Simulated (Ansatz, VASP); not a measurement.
**ZnSe in VASP and in Ansatz**

```xyz
2
Lattice="0.0000 2.8888 2.8888 2.8888 0.0000 2.8888 2.8888 2.8888 0.0000" Properties=species:S:1:pos:R:3 pbc="T T T"
Zn    0.0000    0.0000    0.0000
Se    1.4444    1.4444    1.4444
```

Alike in both runs: functional r2SCAN; k mesh 8 × 8 × 8; occupations fermi-dirac, width 0.02 eV; no spin polarisation.

Ansatz relaxed the structure, and its values are those at the end. VASP's run is a single point on that final structure, the one shown.

|  | VASP | Ansatz |
| --- | --- | --- |
| version | VASP 6.6.1 | Ansatz 0.2.0 |
| potentials or method | VASP PAW PBE potentials, release 64 (Zn, Se), cutoff 520 eV | PAW plane waves |
| valence electrons in the cell | 18 | 28 |

VASP gave:

| Property | Result |
| --- | --- |
| gap on the k mesh at the Fermi level (eV) | 1.62 |
| pressure (GPa) | -3.3 |

Problem. Estimate Ansatz's values.

Solution. gap on the k mesh at the Fermi level (eV): 1.62; pressure (GPa): -3.4.

VASP's potentials were made for PBE, not for r2SCAN. The functional is the same, so the differences come from potentials, cutoffs and numerics. VASP's potentials hold 18 valence electrons a cell and Ansatz's 28, so a difference there can come from the potentials and not from the codes. Ansatz's warnings: stress scf threshold loose.
